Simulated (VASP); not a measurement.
Input of a VASP 6.6.1 run:

Contents of INCAR:

```
PREC     = Accurate       # precision mode
ENCUT    = 600            # plane-wave cutoff, eV
EDIFF    = 1E-6           # SCF threshold, eV
ISMEAR   = -1             # smearing method
SIGMA    = 0.05           # smearing width, eV
LREAL    = False          # projectors in reciprocal space
LASPH    = True           # aspherical terms in the spheres
NELM     = 80             # most SCF steps
ALGO     = Fast           # electronic algorithm
ISIF     = 3              # what is computed and relaxed
LWAVE    = False          # write WAVECAR
LCHARG   = False          # write CHGCAR
GGA      = RE             # functional
IBRION   = 2              # ionic algorithm
NSW      = 60             # ionic steps
EDIFFG   = -0.01          # ionic threshold
```

The input KPOINTS:

```
Automatic mesh
0
Gamma
  10 10 10
```

The input POSCAR:

```
Ga
1.0
    2.7164800000      0.0000000000      0.0000000000
    0.0000000000      2.7164800000      0.0000000000
    0.0000000000      0.0000000000      2.7164800000
Ga
1
Direct
    0.0000000000      0.0000000000      0.0000000000
```

Potentials or basis: VASP PAW PBE potentials, release 64 (Ga_d).

Run with:

```sh
$ cat potpaw_PBE.64/Ga_d/POTCAR > POTCAR
$ mpirun -np 1 vasp_std > vasp.out
```

Q: What does it give for the space group after relaxing (to 0.05 Å)?

A: Pm-3m (No. 221).

Q: Predict the relaxed cell.

A: a = 2.752 Å, b = 2.752 Å, c = 2.752 Å, α = 90.00°, β = 90.00°, γ = 90.00°.

Step by step:
```
step  energy change (eV)  largest force (eV/Å)  pressure (GPa)  volume (Å³)
   1              0.0000                0.0000            1.54        20.05
   2             -0.0036                0.0000            0.56        20.61
   3             -0.0032                0.0000           -0.56        21.22
   4             -0.0040                0.0000           -0.13        20.91
   5             -0.0040                0.0000            0.06        20.85
```

Caveat: the PAW data sets were made with another functional, which shifts forces and pressure a little.
